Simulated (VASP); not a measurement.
# InAs (Fm-3m) in VASP: notebook, part 2 of 2

VASP 6.6.1. The steps go on from the part before.

## 5. Single point, PBE (volume scaled by 0.960)

INCAR reads:

```
PREC = Accurate
ENCUT = 520
EDIFF = 1E-7
ISMEAR = 0
SIGMA = 0.05
LREAL = F
LASPH = T
NELM = 60
ALGO = Normal
ISIF = 2
LWAVE = F
LCHARG = T
GGA = PE
LELF = T
LVHAR = T
NBANDS = 16
```

KPOINTS reads:

```
regular mesh
0
Gamma
  14 14 14
```

POSCAR reads:

```
InAs
1.0
    0.0000000000      2.8346271336      2.8346271336
    2.8346271336      0.0000000000      2.8346271336
    2.8346271336      2.8346271336      0.0000000000
In As
1 1
Direct
    0.5000000000      0.5000000000      0.5000000000
    0.0000000000      0.0000000000      0.0000000000
```

Potentials or basis: VASP PAW PBE potentials, release 64 (In_d, As).

Launch:

```bash
> cat potpaw_PBE.64/In_d/POTCAR potpaw_PBE.64/As/POTCAR > POTCAR
> mpirun -np 1 vasp_std > vasp.out
```

OUTCAR:

```text
PREC = Accurate
   ENCUT = 520
   EDIFF = 1E-7
   ISMEAR = 0
   LREAL = F
   LASPH = T
   NELM = 60
   ISIF = 2
   GGA = PE

 ion  position               nearest neighbor table
   1  0.500  0.500  0.500-   2 2.83   2 2.83   2 2.83   2 2.83   2 2.83   2 2.83
   2  0.000  0.000  0.000-   1 2.83   1 2.83   1 2.83   1 2.83   1 2.83   1 2.83

  LATTYP: Found a face centered cubic cell.
 ALAT       =     5.6692542672

  Lattice vectors:

 A1 = (   0.0000000000,   2.8346271336,   2.8346271336)
 A2 = (   2.8346271336,   0.0000000000,   2.8346271336)
 A3 = (   2.8346271336,   2.8346271336,   0.0000000000)

Analysis of symmetry for initial positions (statically):
=====================================================================
 Subroutine PRICEL returns:
 Original cell was already a primitive cell.

 Routine SETGRP: Setting up the symmetry group for a
 face centered cubic supercell.

 Subroutine GETGRP returns: Found 48 space group operations
 (whereof 48 operations were pure point group operations)
 out of a pool of 48 trial point group operations.

The static configuration has the point symmetry O_h .

Analysis of symmetry for dynamics (positions and initial velocities):
=====================================================================
 Subroutine PRICEL returns:
 Original cell was already a primitive cell.

 Routine SETGRP: Setting up the symmetry group for a
 face centered cubic supercell.

 Subroutine GETGRP returns: Found 48 space group operations
 (whereof 48 operations were pure point group operations)
 out of a pool of 48 trial point group operations.

The dynamic configuration has the point symmetry O_h .

 Subroutine INISYM returns: Found 48 space group operations
 (whereof 48 operations are pure point group operations),
 and found     1 'primitive' translations

----------------------------------------------------------------------------------------

                                     Primitive cell

  volume of cell :      45.5531

  direct lattice vectors                    reciprocal lattice vectors
     0.000000000  2.834627134  2.834627134    -0.176390042  0.176390042  0.176390042
     2.834627134  0.000000000  2.834627134     0.176390042 -0.176390042  0.176390042
     2.834627134  2.834627134  0.000000000     0.176390042  0.176390042 -0.176390042

  length of vectors
     4.008768137  4.008768137  4.008768137     0.305516515  0.305516515  0.305516515

  position of ions in fractional coordinates (direct lattice)
     0.500000000  0.500000000  0.500000000
     0.000000000  0.000000000  0.000000000

  ion indices of the primitive-cell ions
   primitive index   ion index
                 1           1
                 2           2

----------------------------------------------------------------------------------------

 KPOINTS: regular mesh

Automatic generation of k-mesh.
 Grid dimensions read from file:
 generate k-points for:   14   14   14

 Generating k-lattice:

  Cartesian coordinates                     Fractional coordinates (reciprocal lattice)
    -0.012599289  0.012599289  0.012599289     0.071428571  0.000000000  0.000000000
     0.012599289 -0.012599289  0.012599289     0.000000000  0.071428571  0.000000000
     0.012599289  0.012599289 -0.012599289     0.000000000  0.000000000  0.071428571

  Length of vectors
     0.021822608  0.021822608  0.021822608

  Shift w.r.t. Gamma in fractional coordinates (k-lattice)
     0.000000000  0.000000000  0.000000000

 Subroutine IBZKPT returns following result:
 ===========================================

 Found    104 irreducible k-points:

 Following reciprocal coordinates:
            Coordinates               Weight
  0.000000  0.000000  0.000000      1.000000
  0.071429  0.000000  0.000000      8.000000
  0.142857  0.000000  0.000000      8.000000
  0.214286  0.000000  0.000000      8.000000
  0.285714  0.000000  0.000000      8.000000
  0.357143  0.000000  0.000000      8.000000
[... 16 lines left out ...]
  0.214286  0.142857  0.000000     24.000000
  0.285714  0.142857  0.000000     24.000000
 [... further k-points ...]
   k-points           NKPTS =    104   k-points in BZ     NKDIM =    104   number of bands    NBANDS=     16
   number of dos      NEDOS =    301   number of ions     NIONS =      2
   total plane-waves  NPLWV =  27000
   dimension x,y,z NGX =    30 NGY =   30 NGZ =   30
   dimension x,y,z NGXF=    60 NGYF=   60 NGZF=   60
   ions per type =               1   1
   NGX,Y,Z   is equivalent  to a cutoff of  12.44, 12.44, 12.44 a.u.
   NGXF,Y,Z  is equivalent  to a cutoff of  24.88, 24.88, 24.88 a.u.
 SYSTEM =  unknown system
   PREC   = accura    normal or accurate (medium, high low for compatibility)
   ISTART =      0    job   : 0-new  1-cont  2-samecut
   ICHARG =      2    charge: 1-file 2-atom 10-const
   ISPIN  =      1    spin polarized calculation?
   LNONCOLLINEAR =      F non collinear calculations
   LSORBIT =      F    spin-orbit coupling
   LASPH  =      T    aspherical Exc in radial PAW
   ENCUT  =  520.0 eV  38.22 Ry    6.18 a.u.   7.45  7.45  7.45*2*pi/ulx,y,z
   NELM   =     60;   NELMIN=  2; NELMDL= -5     # of ELM steps
   EDIFF  = 0.1E-06   stopping-criterion for ELM
   LREAL  =      F    real-space projection
   EDIFFG = 0.1E-05   stopping-criterion for IOM
   NSW    =      0    number of steps for IOM
   IBRION =     -1    ionic relax: 0-MD 1-quasi-New 2-CG
   NFREE  =      0    steps in history (QN), initial steepest desc. (CG)
   ISIF   =      2    stress and relaxation
   ISYM   =      2    0-nonsym 1-usesym 2-fastsym
   POTIM  = 0.5000    time-step for ionic-motion
   TEBEG  =    0.0;   TEEND  =   0.0 temperature during run
   PSTRESS=    0.0 pullay stress
   NELECT =      18.0000    total number of electrons
   NUPDOWN=      -1.0000    fix difference up-down
   EMIN   =  10.00;   EMAX   =-10.00  energy-range for DOS
   EFERMI =   0.00;   METHOD = LEGACY
   ISMEAR =     0;   SIGMA  =   0.05  broadening in eV -4-tet -1-fermi 0-gaus
   EFERMI_NEDOS =   21; number of points for ismear=-14 and -15
   IALGO  =     38    algorithm
   IMIX   =      4    mixing-type and parameters
     AMIX     =   0.40;   BMIX     =  1.00
     AMIX_MAG =   1.60;   BMIX_MAG =  1.00
  volume/ion in A,a.u.               =      22.78       153.70
  Fermi-wavevector in a.u.,A,eV,Ry     =   1.201323  2.270171 19.635609  1.443177
  Thomas-Fermi vector in A             =   2.337135
   LORBIT       =      0    0 simple, 1 ext, 2 COOP (PROOUT), +10 PAW based schemes
   GGA     = PE    functional components
   LHFCALC =     F    Hartree Fock is set to
   AEXX    =    0.0000 exact exchange contribution
   IVDW    =     0    specifies the selected vdW correction
   LEPSILON=     F    determine dielectric tensor
   LRPA    =     F    only Hartree local field effects (RPA)
 non-spin polarized calculation
 Gauss-broadening in eV      SIGMA  =   0.05
  energy-cutoff  :      520.00
  volume of cell :       45.55
 maximum number of plane-waves:      1243
 NGX is ok and might be reduce to    30
   NGX = 15   NGY = 15   NGZ = 15

 number of electron      17.9999990 magnetization

 Free energy of the ion-electron system (eV)
  ---------------------------------------------------
  ext. energy  EPLUGINS =         0.00000000
  ---------------------------------------------------
  free energy    TOTEN  =        -7.30456521 eV

  energy without entropy =       -7.30280040  energy(sigma->0) =       -7.30368280

 E-fermi :   6.3866     XC(G=0): -10.3026

 val. band max:        6.3770196618   @ k =  -0.0714   0.0714   0.0000
 cond. band min:       6.3897514638   @ k =   0.2857   0.0000   0.0000
 fundamental gap:      0.0127318020
 Fermi energy:         6.3865949865

 k-point     1 :       0.0000    0.0000    0.0000
  band No.  band energies     occupation
      1      -7.9534      2.00000
      2      -7.9534      2.00000
      3      -7.9307      2.00000
      4      -7.9307      2.00000
      5      -7.9307      2.00000
      6      -5.9758      2.00000
[... 8 lines left out ...]
     15      14.1529      0.00000
     16      14.1529      0.00000
[... 419 lines left out ...]
 k-point    24 :       0.2857    0.1429    0.0000
  band No.  band energies     occupation
      1      -8.0328      2.00000
      2      -7.9564      2.00000
      3      -7.9409      2.00000
      4      -7.8998      2.00000
      5      -7.8893      2.00000
      6      -5.1151      2.00000
[... 8 lines left out ...]
     15      16.3905      0.00000
     16      16.7251      0.00000

 [... further k-points ...]
[... 5 lines left out ...]
  --------------------------------------------------------------------------------------
  -------------------------------------------------------------------------------------
  Total        0.8354877      0.8354877      0.8354877     -0.0000000      0.0000000      0.0000000
  in kB       29.3854819     29.3854819     29.3854819     -0.0000000      0.0000000      0.0000000
  external PRESSURE =      29.3854819 kB  Pullay stress =       0.0000000 kB

 VOLUME and BASIS-vectors are now :
 -----------------------------------------------------------------------------
  energy-cutoff  :      520.00
  volume of cell :       45.55
      direct lattice vectors                 reciprocal lattice vectors
     0.000000000  2.834627134  2.834627134    -0.176390042  0.176390042  0.176390042
     2.834627134  0.000000000  2.834627134     0.176390042 -0.176390042  0.176390042
     2.834627134  2.834627134  0.000000000     0.176390042  0.176390042 -0.176390042

 POSITION                                       TOTAL-FORCE (eV/Angst)
 -----------------------------------------------------------------------------------
      2.83463      2.83463      2.83463        -0.000000      0.000000      0.000000
      0.00000      0.00000      0.00000         0.000000     -0.000000      0.000000
 -----------------------------------------------------------------------------------
    total drift:                                0.000000      0.000000      0.000000

  FREE ENERGIE OF THE ION-ELECTRON SYSTEM (eV)
  ---------------------------------------------------
  free  energy   TOTEN  =        -7.3045652069 eV

  energy  without entropy=       -7.3028003953  energy(sigma->0) =       -7.30368280
```

Run time: 61 s. Hardware: 1 thread of Intel Xeon 6975P-C, shared host; peak memory 0.22 GiB.

What came out:

* Free energy: -7.3046 eV
* Pressure: 2.9 GPa
* Band gap on the k mesh: zero (band 9 reaches 6.82 eV, above the bottom of band 10 at 4.06 eV)

Caveat: the cell differs from its parent crystal (volume scaled by 0.960); spin-orbit coupling is left out, which moves the levels of the heavy elements.

## 6. Single point, PBE

This run uses another cell than the first one, of 23.73 Å³/atom, 1.250 times its volume.

INCAR reads:

```
ALGO = Normal
EDIFF = 1E-7
ENCUT = 520
GGA = PE
ISIF = 2
ISMEAR = 0
LASPH = True
LCHARG = True
LELF = True
LREAL = False
LVHAR = True
LWAVE = False
NBANDS = 16
NELM = 60
PREC = Accurate
SIGMA = 0.05
```

KPOINTS reads:

```
k-points
0
Gamma
  14 14 14
```

POSCAR reads:

```
InAs
1.0
    0.0000000000      2.8734624681      2.8734624681
    2.8734624681      0.0000000000      2.8734624681
    2.8734624681      2.8734624681      0.0000000000
In As
1 1
Direct
    0.5000000000      0.5000000000      0.5000000000
    0.0000000000      0.0000000000      0.0000000000
```

Potentials or basis: VASP PAW PBE potentials, release 64 (In_d, As).

Launch:

```bash
> cat potpaw_PBE.64/In_d/POTCAR potpaw_PBE.64/As/POTCAR > POTCAR
> mpirun -np 1 vasp_std > vasp.out
```

OUTCAR:

```text
EDIFF = 1E-7
   ENCUT = 520
   GGA = PE
   ISIF = 2
   ISMEAR = 0
   LASPH = True
   LREAL = False
   NELM = 60
   PREC = Accurate

 ion  position               nearest neighbor table
   1  0.500  0.500  0.500-   2 2.87   2 2.87   2 2.87   2 2.87   2 2.87   2 2.87
   2  0.000  0.000  0.000-   1 2.87   1 2.87   1 2.87   1 2.87   1 2.87   1 2.87

  LATTYP: Found a face centered cubic cell.
 ALAT       =     5.7469249362

  Lattice vectors:

 A1 = (   0.0000000000,   2.8734624681,   2.8734624681)
 A2 = (   2.8734624681,   0.0000000000,   2.8734624681)
 A3 = (   2.8734624681,   2.8734624681,   0.0000000000)

Analysis of symmetry for initial positions (statically):
=====================================================================
 Subroutine PRICEL returns:
 Original cell was already a primitive cell.

 Routine SETGRP: Setting up the symmetry group for a
 face centered cubic supercell.

 Subroutine GETGRP returns: Found 48 space group operations
 (whereof 48 operations were pure point group operations)
 out of a pool of 48 trial point group operations.

[... 156 lines left out ...]
  ext. energy  EPLUGINS =         0.00000000
  ---------------------------------------------------
  free energy    TOTEN  =        -7.32253426 eV

  energy without entropy =       -7.32076707  energy(sigma->0) =       -7.32165066

 E-fermi :   5.9316     XC(G=0): -10.1150

 val. band max:        5.9298453399   @ k =  -0.0714   0.0714   0.0000
 cond. band min:       5.9380971953   @ k =   0.2857   0.0000   0.0000
 fundamental gap:      0.0082518554
 Fermi energy:         5.9316052737

 k-point     1 :       0.0000    0.0000    0.0000
  band No.  band energies     occupation
      1      -8.3653      2.00000
      2      -8.3653      2.00000
      3      -8.3449      2.00000
      4      -8.3449      2.00000
      5      -8.3449      2.00000
      6      -6.1532      2.00000
[... 433 lines left out ...]
      3      -8.3534      2.00000
      4      -8.3177      2.00000
      5      -8.3090      2.00000
      6      -5.3468      2.00000
[... 8 lines left out ...]
     15      15.7926      0.00000
     16      16.1238      0.00000

 [... further k-points ...]
[... 5 lines left out ...]
  --------------------------------------------------------------------------------------
  -------------------------------------------------------------------------------------
  Total        0.0372233      0.0372233      0.0372233      0.0000000      0.0000000      0.0000000
  in kB        1.2568366      1.2568366      1.2568366      0.0000000      0.0000000      0.0000000
  external PRESSURE =       1.2568366 kB  Pullay stress =       0.0000000 kB

 VOLUME and BASIS-vectors are now :
 -----------------------------------------------------------------------------
  energy-cutoff  :      520.00
  volume of cell :       47.45
      direct lattice vectors                 reciprocal lattice vectors
     0.000000000  2.873462468  2.873462468    -0.174006101  0.174006101  0.174006101
     2.873462468  0.000000000  2.873462468     0.174006101 -0.174006101  0.174006101
     2.873462468  2.873462468  0.000000000     0.174006101  0.174006101 -0.174006101

 POSITION                                       TOTAL-FORCE (eV/Angst)
 -----------------------------------------------------------------------------------
      2.87346      2.87346      2.87346        -0.000000      0.000000      0.000000
      0.00000      0.00000      0.00000         0.000000     -0.000000     -0.000000
 -----------------------------------------------------------------------------------
    total drift:                                0.000000      0.000000      0.000000

  FREE ENERGIE OF THE ION-ELECTRON SYSTEM (eV)
  ---------------------------------------------------
  free  energy   TOTEN  =        -7.3225342604 eV

  energy  without entropy=       -7.3207670683  energy(sigma->0) =       -7.32165066
```

OSZICAR:

```text
N       E                     dE             d eps       ncg     rms          rms(c)
DAV:   1     0.101046577568E+03    0.10105E+03   -0.89039E+03  3344   0.132E+03
DAV:   2    -0.145514043660E+01   -0.10250E+03   -0.98648E+02  3592   0.293E+02
DAV:   3    -0.737448309143E+01   -0.59193E+01   -0.58288E+01  4360   0.661E+01
DAV:   4    -0.749533650474E+01   -0.12085E+00   -0.12081E+00  3976   0.103E+01
DAV:   5    -0.750067251033E+01   -0.53360E-02   -0.53359E-02  4832   0.199E+00    0.368E+00
DAV:   6    -0.733042795816E+01    0.17024E+00   -0.29279E-01  4800   0.900E+00    0.195E+00
DAV:   7    -0.732226142336E+01    0.81665E-02   -0.56737E-02  4936   0.224E+00    0.618E-01
DAV:   8    -0.732238859856E+01   -0.12718E-03   -0.44957E-03  4320   0.850E-01    0.127E-01
DAV:   9    -0.732253388309E+01   -0.14528E-03   -0.41880E-04  4432   0.245E-01    0.771E-02
DAV:  10    -0.732253343927E+01    0.44382E-06   -0.23192E-05  4368   0.396E-02    0.486E-02
DAV:  11    -0.732253488978E+01   -0.14505E-05   -0.34235E-06  4272   0.178E-02    0.143E-02
DAV:  12    -0.732253437152E+01    0.51826E-06   -0.21337E-06  4272   0.212E-02    0.720E-03
DAV:  13    -0.732253421743E+01    0.15409E-06   -0.12026E-07  2952   0.375E-03    0.403E-03
DAV:  14    -0.732253426040E+01   -0.42967E-07   -0.38464E-08  2192   0.146E-03
   1 F= -.73225343E+01 E0= -.73216507E+01  d E =-.176719E-02
```

Run time: 51 s. Hardware: 1 thread of Intel Xeon 6975P-C, shared host; peak memory 0.23 GiB.

Results:

```
Free energy            : -7.3225 eV
Pressure               : 0.1 GPa
Band gap on the k mesh : zero (band 9 reaches 6.34 eV, above the bottom of band 10 at 3.73 eV)
```

Levels at points of the mesh, in eV from the Fermi level:
```csv
k point,band 5,band 6,band 7,band 8,band 9,band 10,band 11,band 12,band 13,band 14
"(0.00, 0.00, 0.00)",-14.28,-12.08,-0.60,-0.16,-0.16,-0.16,7.21,7.21,7.21,7.54
"(0.50, 0.00, 0.00)",-14.22,-10.41,-6.49,0.22,0.22,2.17,3.31,3.31,4.46,10.70
"(0.50, 0.50, 0.00)",-14.20,-9.52,-4.68,-2.89,-2.20,-2.20,3.91,9.26,9.26,10.09
```

Caveat: spin-orbit coupling is left out, which moves the levels of the heavy elements.

## 7. Summary

| cell | gap on the mesh (eV) | pressure (GPa) |
| --- | --- | --- |
| a = 3.772 Å, angles 60.0°, 2 atoms | none | 24.0 |
| a = 3.834 Å, angles 60.0°, 2 atoms | none | 16.7 |
| a = 3.952 Å, angles 60.0°, 2 atoms | none | 6.6 |
| a = 4.009 Å, angles 60.0°, 2 atoms | none | 2.9 |
| a = 4.064 Å, angles 60.0°, 2 atoms | none | 0.1 |

Alike in all rows: task single point; level PBE; potentials or basis VASP PAW PBE potentials, release 64 (In_d, As); no spin polarisation; k mesh 14 × 14 × 14; cutoff (eV) 520; smearing gaussian 0.05 eV.

Caveats: spin-orbit coupling is left out, which moves the levels of the heavy elements.

Total energies depend on the potentials used, so only differences within one code and one set of settings carry meaning.
